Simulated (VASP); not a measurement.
Wanted: the native input for a VASP 6.6.1 run.

```yaml
Task: single point
Functional: PBE
Potentials_or_basis: VASP PAW PBE potentials, release 64 (Mg, B)
Cutoff: 520 eV
k_mesh: 10 × 10 × 8
Occupations: fermi-dirac, width 0.05 eV
Spin: no spin polarisation
Dipole_correction: no
Further_INCAR_settings: ALGO = Normal; EDIFF = 1e-06; NBANDS = 11
```

The structure of MgB2 lies in POSCAR:

```
MgB2
1.0
    3.0546031555      0.0000000000      0.0000000000
   -1.5273015777      2.6453639311      0.0000000000
    0.0000000000      0.0000000000      3.4552409989
Mg B
1 2
Direct
    0.0000000000      0.0000000000      0.0000000000
    0.6666666667      0.3333333333      0.5000000000
    0.3333333333      0.6666666667      0.5000000000
```

One way to write it, as run:

INCAR

```
SYSTEM = MgB2
PREC = Accurate
ENCUT = 520
EDIFF = 1E-6
ISMEAR = -1
SIGMA = 0.05
LREAL = .False.
LASPH = .True.
NELM = 100
ALGO = Normal
ISIF = 2
LWAVE = .False.
LCHARG = .True.
GGA = PE
LELF = .True.
LVHAR = .True.
NBANDS = 11
```

KPOINTS

```
regular mesh
0
Gamma
  10 10 8
  0 0 0
```

Potentials or basis: VASP PAW PBE potentials, release 64 (Mg, B).

Command:

```sh
$ cat potpaw_PBE.64/Mg/POTCAR potpaw_PBE.64/B/POTCAR > POTCAR
$ mpirun -np 1 vasp_std > vasp.out
```

It gave:

```yaml
Pressure: 4.7 GPa
Band_gap_on_the_k_mesh: zero (bands 4 and 5 overlap by 2.60 eV)
```

Caveat: the cell stands under pressure.

It took 10 s on 1 thread of Intel(R) Xeon(R) Platinum 8559C (Emerald Rapids), on a shared host, peak memory 0.15 GiB.
